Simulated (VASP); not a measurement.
Ce, 1 atom in the cell. Symmetry: Fm-3m, No. 225, cubic system. The conventional cell has a = 4.755 Å, b = 4.755 Å, c = 4.755 Å, α = 90.00°, β = 90.00°, γ = 90.00°. Within 4.4 Å of Ce (site symmetry m-3m) lie 12 Ce at 3.36 Å. 

| Quantity | Value |
| --- | --- |
| Program | VASP 6.6.1 |
| Task | single point |
| Functional | PBE |
| Potentials or basis | VASP PAW PBE potentials, release 64 (Ce) |
| Cutoff | 500 eV |
| k mesh | 11 × 11 × 11 |
| Occupations | methfessel-paxton, width 0.01 eV |
| Spin | no spin polarisation |
| Dipole correction | no |
| Further INCAR settings | ALGO = Normal; EDIFF = 1e-06; NBANDS = 12 |

Potentials or basis: VASP PAW PBE potentials, release 64 (Ce).

Command:

```console
$ cat potpaw_PBE.64/Ce/POTCAR > POTCAR
$ mpirun -np 1 vasp_std > vasp.out
```

Hardware: 1 thread of Intel(R) Xeon(R) Platinum 8375C CPU @ 2.90GHz (Ice Lake) (shared host).

Problem. How long does it take, and how much memory?

Solution. It took 28 s on 1 thread of Intel(R) Xeon(R) Platinum 8375C CPU @ 2.90GHz (Ice Lake), with other jobs on the host, peak memory 0.17 GiB. Counts: scf iterations 14, k points 56.
